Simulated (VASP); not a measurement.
# W (a cell with a defect) in VASP: a series of runs

W (a cell with a defect) is run at these levels: PBEsol; tasks: single point.

Everything below comes from runs of VASP 6.6.1. Logs are shortened: lines on timing, memory, paths and dates and some standing lists are left out, and cuts for length are marked.

### 1 The cell of the first run

The cell holds a defect, 15 atoms: a = 6.320 Å, b = 6.320 Å, c = 6.320 Å, α = 90.00°, β = 90.00°, γ = 90.00°.

### 2 Single point, PBEsol

The input, INCAR:

```
PREC = Accurate
ENCUT = 520
EDIFF = 1E-7
ISMEAR = 0
SIGMA = 0.15
LREAL = Auto
LASPH = True
NELM = 100
ALGO = Normal
ISIF = 2
LWAVE = False
LCHARG = False
GGA = PS
NBANDS = 118
```

The input, KPOINTS:

```
regular mesh
0
Gamma
  3 3 3
```

The input, POSCAR:

```
W
1.0
    6.3200000000      0.0000000000      0.0000000000
    0.0000000000      6.3200000000      0.0000000000
    0.0000000000      0.0000000000      6.3200000000
W
15
Direct
    0.5068087025     -0.0052526899     -0.0052634494
   -0.0073473101      0.5091511076     -0.0053822785
   -0.0073588608     -0.0053704114      0.5091386076
    0.1714392405      0.1736979430      0.1736536392
    0.4969196203      0.4990420886      0.0005257911
    0.4969128165      0.0005468354      0.4990245253
    0.7437976266      0.2542602848      0.2542689873
   -0.0014479430      0.4989001582      0.4988704114
    0.2522248418      0.7459066456      0.2540925633
    0.2522699367      0.2541400316      0.7458063291
    0.4959305380      0.4979555380      0.4979306962
    0.7529746835      0.7549844937      0.2507770570
    0.7530128165      0.2507545886      0.7550066456
    0.2488181962      0.7548468354      0.7548080696
    0.7505840190      0.7525132911      0.7525240506
```

Potentials or basis: VASP PAW PBE potentials, release 64 (W_sv).

Started as:

```
> cat potpaw_PBE.64/W_sv/POTCAR > POTCAR
> mpirun -np 1 vasp_std > vasp.out
```

OUTCAR:

```text
PREC = Accurate
   ENCUT = 520
   EDIFF = 1E-7
   ISMEAR = 0
   LREAL = Auto
   LASPH = True
   NELM = 100
   ISIF = 2
   GGA = PS

 ion  position               nearest neighbor table
   1  0.507  0.995  0.995-   4 2.66  15 2.66  14 2.69  13 2.71  12 2.71   7 2.76   9 2.78  10 2.78
                             5 3.13   6 3.13   6 3.19   5 3.19
   2  0.993  0.509  0.995-  15 2.65   4 2.66  13 2.69  14 2.71  12 2.71   9 2.76   7 2.79  10 2.79
                             5 3.13   8 3.13   8 3.19   5 3.19
   3  0.993  0.995  0.509-  15 2.65   4 2.66  12 2.69  13 2.71  14 2.71  10 2.76   7 2.79   9 2.79
                             6 3.13   8 3.13   6 3.19   8 3.19
   4  0.171  0.174  0.174-   1 2.66   2 2.66   3 2.66   7 2.80   9 2.80  10 2.80   8 3.11   5 3.11
                             6 3.11
   5  0.497  0.499  0.001-  10 2.72   9 2.72   7 2.72  14 2.74  13 2.74  15 2.76  12 2.78   4 3.11
                             1 3.13   2 3.13  11 3.14  11 3.18   2 3.19   1 3.19
   6  0.497  0.001  0.499-   9 2.72  10 2.72   7 2.72  14 2.74  12 2.74  15 2.76  13 2.78   4 3.11
                             1 3.13   3 3.13  11 3.14  11 3.18   3 3.19   1 3.19
   7  0.744  0.254  0.254-  11 2.68   8 2.72   6 2.72   5 2.72   1 2.76   3 2.79   2 2.79   4 2.80
                            13 3.16  12 3.16  12 3.17  13 3.17
   8  0.999  0.499  0.499-   7 2.72  10 2.72   9 2.72  12 2.74  13 2.74  15 2.76  14 2.78   4 3.11
                             3 3.13   2 3.13  11 3.14  11 3.18   2 3.19   3 3.19
   9  0.252  0.746  0.254-  11 2.68   6 2.72   5 2.72   8 2.72   2 2.76   1 2.78   3 2.79   4 2.80
                            12 3.16  14 3.16  14 3.17  12 3.17
  10  0.252  0.254  0.746-  11 2.68   5 2.72   6 2.72   8 2.72   3 2.76   1 2.78   2 2.79   4 2.80
                            13 3.16  14 3.16  14 3.17  13 3.17
  11  0.496  0.498  0.498-   7 2.68  10 2.68   9 2.68  14 2.78  12 2.78  13 2.78  15 2.79   8 3.14
                             5 3.14   6 3.14   6 3.18   5 3.18   8 3.18
  12  0.753  0.755  0.251-   3 2.69   2 2.71   1 2.71   8 2.74   6 2.74  11 2.78   5 2.78  15 3.15
                             9 3.16   7 3.16   7 3.17   9 3.17  15 3.17
  13  0.753  0.251  0.755-   2 2.69   3 2.71   1 2.71   8 2.74   5 2.74  11 2.78   6 2.78  15 3.15
                            10 3.16   7 3.16   7 3.17  10 3.17  15 3.17
  14  0.249  0.755  0.755-   1 2.69   3 2.71   2 2.71   6 2.74   5 2.74  11 2.78   8 2.78  15 3.15
                             9 3.16  10 3.16  10 3.17   9 3.17  15 3.17
  15  0.751  0.753  0.753-   2 2.65   3 2.65   1 2.66   5 2.76   6 2.76   8 2.76  11 2.79  14 3.15
                            13 3.15  12 3.15  12 3.17  13 3.17  14 3.17

  LATTYP: Found a simple cubic cell.
 ALAT       =     6.3200000000

  Lattice vectors:

 A1 = (   6.3200000000,   0.0000000000,   0.0000000000)
 A2 = (   0.0000000000,   6.3200000000,   0.0000000000)
 A3 = (   0.0000000000,   0.0000000000,   6.3200000000)

[... 163 lines left out ...]
  Fermi-wavevector in a.u.,A,eV,Ry     =   1.539681  2.909576 32.254225  2.370619
  Thomas-Fermi vector in A             =   2.645875
   LORBIT       =      0    0 simple, 1 ext, 2 COOP (PROOUT), +10 PAW based schemes
   GGA     = PS    functional components
   LHFCALC =     F    Hartree Fock is set to
   AEXX    =    0.0000 exact exchange contribution
   IVDW    =     0    specifies the selected vdW correction
   LEPSILON=     F    determine dielectric tensor
   LRPA    =     F    only Hartree local field effects (RPA)
 non-spin polarized calculation
 Gauss-broadening in eV      SIGMA  =   0.15
  energy-cutoff  :      520.00
  volume of cell :      252.44
 maximum number of plane-waves:      6859
   NGX = 23   NGY = 23   NGZ = 23

 number of electron     210.0000008 magnetization

 Free energy of the ion-electron system (eV)
  ---------------------------------------------------
  ext. energy  EPLUGINS =         0.00000000
  ---------------------------------------------------
  free energy    TOTEN  =      -201.88231259 eV

  energy without entropy =     -201.77292873  energy(sigma->0) =     -201.82762066

 E-fermi :  10.1428     XC(G=0): -13.3515

 val. band max:       10.1412448183   @ k =  -0.3333  -0.3333   0.3333
 cond. band min:      10.1441206824   @ k =  -0.3333   0.3333   0.3333
 fundamental gap:      0.0028758641
 Fermi energy:        10.1428050035

 k-point     1 :       0.0000    0.0000    0.0000
  band No.  band energies     occupation
      1     -63.9452      2.00000
      2     -63.7469      2.00000
      3     -63.6868      2.00000
      4     -63.6857      2.00000
      5     -63.6714      2.00000
      6     -63.6712      2.00000
[... 1669 lines left out ...]
    116      12.2710      0.00000
    117      12.3396      0.00000
 [bands above 117 left out]

------------------------ aborting loop because EDIFF is reached ----------------------------------------

  FORCE on cell =-STRESS in cart. coord.  units (eV):
  Direction    XX          YY          ZZ          XY          YZ          ZX
  --------------------------------------------------------------------------------------
  -------------------------------------------------------------------------------------
  Total      -11.2140230    -11.2092579    -11.2174719     -3.2776126     -3.2742162     -3.2826140
  in kB      -71.1739042    -71.1436606    -71.1957937    -20.8025691    -20.7810122    -20.8343120
  external PRESSURE =     -71.1711195 kB  Pullay stress =       0.0000000 kB

 VOLUME and BASIS-vectors are now :
 -----------------------------------------------------------------------------
  energy-cutoff  :      520.00
  volume of cell :      252.44
      direct lattice vectors                 reciprocal lattice vectors
     6.320000000  0.000000000  0.000000000     0.158227848  0.000000000  0.000000000
     0.000000000  6.320000000  0.000000000     0.000000000  0.158227848  0.000000000
     0.000000000  0.000000000  6.320000000     0.000000000  0.000000000  0.158227848

 POSITION                                       TOTAL-FORCE (eV/Angst)
 -----------------------------------------------------------------------------------
      3.20303      6.28680      6.28673        -0.037553     -0.080489     -0.081429
      6.27357      3.21784      6.28598        -0.073220     -0.060388     -0.073498
      6.27349      6.28606      3.21776        -0.073478     -0.072958     -0.061132
      1.08350      1.09777      1.09749         0.799781      0.804890      0.804437
      3.14053      3.15395      0.00332        -0.021932     -0.033977     -0.088956
      3.14049      0.00346      3.15383        -0.020813     -0.088836     -0.033558
      4.70080      1.60692      1.60698        -0.029769     -0.088131     -0.089103
      6.31085      3.15305      3.15286        -0.090927     -0.023939     -0.023136
      1.59406      4.71413      1.60587        -0.088826     -0.032768     -0.077558
      1.59435      1.60616      4.71350        -0.091533     -0.079266     -0.027385
      3.13428      3.14708      3.14692        -0.130958     -0.133557     -0.134418
      4.75880      4.77150      1.58491        -0.073089     -0.067328     -0.011130
      4.75904      1.58477      4.77164        -0.074408     -0.008537     -0.068889
      1.57253      4.77063      4.77039        -0.010949     -0.066170     -0.064508
      4.74369      4.75588      4.75595         0.017672      0.031454      0.030264
 -----------------------------------------------------------------------------------
    total drift:                                0.000726     -0.004005     -0.005420

  FREE ENERGIE OF THE ION-ELECTRON SYSTEM (eV)
  ---------------------------------------------------
  free  energy   TOTEN  =      -201.8823125886 eV

  energy  without entropy=     -201.7729287338  energy(sigma->0) =     -201.82762066
```

OSZICAR:

```text
N       E                     dE             d eps       ncg     rms          rms(c)
DAV:   1     0.323778429063E+04    0.32378E+04   -0.12172E+05  3320   0.210E+03
[... 11 lines left out ...]
DAV:  13    -0.201882327492E+03   -0.76414E-06   -0.53412E-04  4088   0.135E-01    0.693E-02
DAV:  14    -0.201882325614E+03    0.18784E-05   -0.10631E-04  4216   0.613E-02    0.374E-02
DAV:  15    -0.201882314093E+03    0.11521E-04   -0.38404E-05  4200   0.374E-02    0.134E-02
DAV:  16    -0.201882312974E+03    0.11188E-05   -0.79787E-06  4136   0.159E-02    0.433E-03
DAV:  17    -0.201882312728E+03    0.24600E-06   -0.18773E-06  4040   0.817E-03    0.173E-03
DAV:  18    -0.201882312566E+03    0.16200E-06   -0.18616E-07  2248   0.236E-03    0.126E-03
DAV:  19    -0.201882312589E+03   -0.22483E-07   -0.44719E-08  1952   0.125E-03
   1 F= -.20188231E+03 E0= -.20182762E+03  d E =-.109384E+00
```

stdout:

```text
POSCAR found type information on POSCAR W
 POSCAR found :  1 types and      15 ions
 scaLAPACK will be used
 -----------------------------------------------------------------------------
|                                                                             |
|                                                                             |
|     You enforced a specific xc type in the INCAR file but a different       |
|     I HOPE YOU KNOW WHAT YOU ARE DOING!                                     |
|                                                                             |
 -----------------------------------------------------------------------------

 LDA part: xc-table for (Slater+PW92), standard interpolation
 POSCAR, INCAR and KPOINTS ok, starting setup
 FFT: planning ... GRIDC
 FFT: planning ... GRID_SOFT
 FFT: planning ... GRID
 WAVECAR not read
 entering main loop
```

Run time: 13 min. Hardware: 1 thread of Intel Xeon Platinum 8259CL at 2.50GHz (Skylake/Cascade Lake), shared host; peak memory 0.47 GiB.

Results:

```
Free energy            : -201.8823 eV
Pressure               : -7.1 GPa
Largest force          : 1.391 eV/Å
Band gap on the k mesh : zero (bands 105 and 106 overlap by 0.13 eV)
```

Forces in eV/Å, atoms in the order of the input:
```
W   -0.038 -0.080 -0.081
W   -0.073 -0.060 -0.073
W   -0.073 -0.073 -0.061
W    0.800  0.805  0.804
W   -0.022 -0.034 -0.089
W   -0.021 -0.089 -0.034
W   -0.030 -0.088 -0.089
W   -0.091 -0.024 -0.023
W   -0.089 -0.033 -0.078
W   -0.092 -0.079 -0.027
W   -0.131 -0.134 -0.134
W   -0.073 -0.067 -0.011
W   -0.074 -0.009 -0.069
W   -0.011 -0.066 -0.065
W    0.018  0.031  0.030
```

Levels at points of the mesh, in eV from the Fermi level:
| k point | band 102 | band 103 | band 104 | band 105 | band 106 | band 107 | band 108 | band 109 |
| --- | --- | --- | --- | --- | --- | --- | --- | --- |
| (0.00, 0.00, 0.00) | -0.32 | -0.08 | 0.03 | 0.03 | 0.80 | 0.80 | 1.06 | 1.07 |

Caveat: the PAW data sets were made with another functional, which shifts forces and pressure a little; spin-orbit coupling is left out, which moves the levels of the heavy elements.

### 3 Single point, PBEsol

The input, INCAR:

```
SYSTEM = W
PREC = Accurate ; ENCUT = 520
EDIFF = 1E-7 ; ISMEAR = 0
SIGMA = 0.15 ; LREAL = Auto
LASPH = .TRUE. ; NELM = 100
ALGO = Normal ; ISIF = 2
LWAVE = .FALSE. ; LCHARG = .TRUE.
GGA = PS ; LELF = .TRUE.
LVHAR = .TRUE. ; NBANDS = 118
```

The input, KPOINTS:

```
Automatic mesh
0
G
  3 3 3
  0 0 0
```

The input, POSCAR:

```
W
1.0
    6.3200000000      0.0000000000      0.0000000000
    0.0000000000      6.3200000000      0.0000000000
    0.0000000000      0.0000000000      6.3200000000
W
15
Direct
    0.5034268987     -0.0039235759     -0.0038974684
   -0.0048955696      0.5044300633     -0.0039052215
   -0.0048780063     -0.0039045886      0.5044308544
    0.0953875000      0.0964727848      0.0964303797
    0.4936356013      0.4946449367      0.0021276899
    0.4936517405      0.0021140823      0.4946734177
    0.7391518987      0.2551522152      0.2551443038
    0.0011474684      0.4945919304      0.4945912975
    0.2540931962      0.7401833861      0.2551172468
    0.2541178797      0.2551528481      0.7401509494
    0.5005590190      0.5015506329      0.5015563291
    0.7508664557      0.7519539557      0.2502738924
    0.7508862342      0.2502971519      0.7519390823
    0.2492273734      0.7519175633      0.7518727848
    0.7513916139      0.7524052215      0.7523851266
```

Potentials or basis: VASP PAW PBE potentials, release 64 (W_sv).

Started as:

```
> cat potpaw_PBE.64/W_sv/POTCAR > POTCAR
> mpirun -np 1 vasp_std > vasp.out
```

Run time: 15 min. Hardware: 1 thread of Intel Xeon Platinum 8259CL at 2.50GHz (Skylake/Cascade Lake), shared host; peak memory 0.47 GiB.

It converged, with:

* Free energy: -201.7456 eV
* Pressure: -7.0 GPa
* Largest force: 0.022 eV/Å
* Band gap on the k mesh: zero (bands 105 and 106 overlap by 0.04 eV)

Forces in eV/Å, atoms in the order of the input:
```
W   -0.002  0.017  0.014
W    0.012  0.003  0.015
W    0.011  0.016  0.001
W   -0.009 -0.014 -0.013
W   -0.003 -0.002  0.009
W   -0.003  0.010 -0.004
W    0.001 -0.004 -0.004
W    0.007  0.001  0.000
W   -0.001  0.002 -0.003
W   -0.003 -0.005  0.003
W   -0.006 -0.003 -0.005
W    0.005 -0.002 -0.015
W    0.003 -0.016 -0.001
W   -0.011  0.002  0.005
W   -0.003 -0.004 -0.002
```

Stress tensor (GPa, compression positive):
```
-6.97 -2.01 -2.01
-2.01 -6.97 -2.01
-2.01 -2.01 -6.97
```

Levels at points of the mesh, in eV from the Fermi level:
| k point | band 102 | band 103 | band 104 | band 105 | band 106 | band 107 | band 108 | band 109 |
| --- | --- | --- | --- | --- | --- | --- | --- | --- |
| (0.00, 0.00, 0.00) | -0.25 | -0.07 | 0.08 | 0.08 | 0.81 | 0.81 | 0.89 | 1.03 |

Caveat: the PAW data sets were made with another functional, which shifts forces and pressure a little; spin-orbit coupling is left out, which moves the levels of the heavy elements.
